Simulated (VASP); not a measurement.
Sb:

```
CELL_PARAMETERS angstrom
-1.87134 1.87134 1.87134
1.87134 -1.87134 1.87134
1.87134 1.87134 -1.87134
ATOMIC_POSITIONS crystal
Sb 0.00000 0.00000 0.00000
```

| Property | Result |
| --- | --- |
| Program | VASP 6.6.1 |
| Task | relaxation of cell and atoms |
| Functional | PBEsol |
| Dispersion | D3(BJ) |
| Potentials or basis | VASP PAW PBE potentials, release 64 (Sb) |
| Cutoff | 600 eV |
| k mesh | 10 × 10 × 10 |
| Occupations | fermi-dirac, width 0.05 eV |
| Spin | no spin polarisation |

At the start: pressure -3.4 GPa; volume 26.21 Å³/atom.

Q: How do energy, volume and symmetry change on relaxing?

A: Over 3 steps the energy falls by 13.8 meV/atom and the volume is 24.95 Å³/atom (-4.8 %); space group Im-3m (No. 229, to 0.05 Å).

The path:
| step | energy change (eV) | largest force (eV/Å) | pressure (GPa) | volume (Å³) |
| --- | --- | --- | --- | --- |
| 1 | 0.0000 | 0.0000 | -3.37 | 26.21 |
| 2 | -0.0079 | 0.0000 | 2.52 | 24.18 |
| 3 | -0.0138 | 0.0000 | 0.00 | 24.95 |

Final structure:
```xyz
1
Lattice="-1.8408 1.8408 1.8408 1.8408 -1.8408 1.8408 1.8408 1.8408 -1.8408" Properties=species:S:1:pos:R:3 pbc="T T T"
Sb    0.0000    0.0000    0.0000
```

Caveat: the PAW data sets were made with another functional, which shifts forces and pressure a little; pairwise dispersion overbinds metals, which lowers pressure and volume.
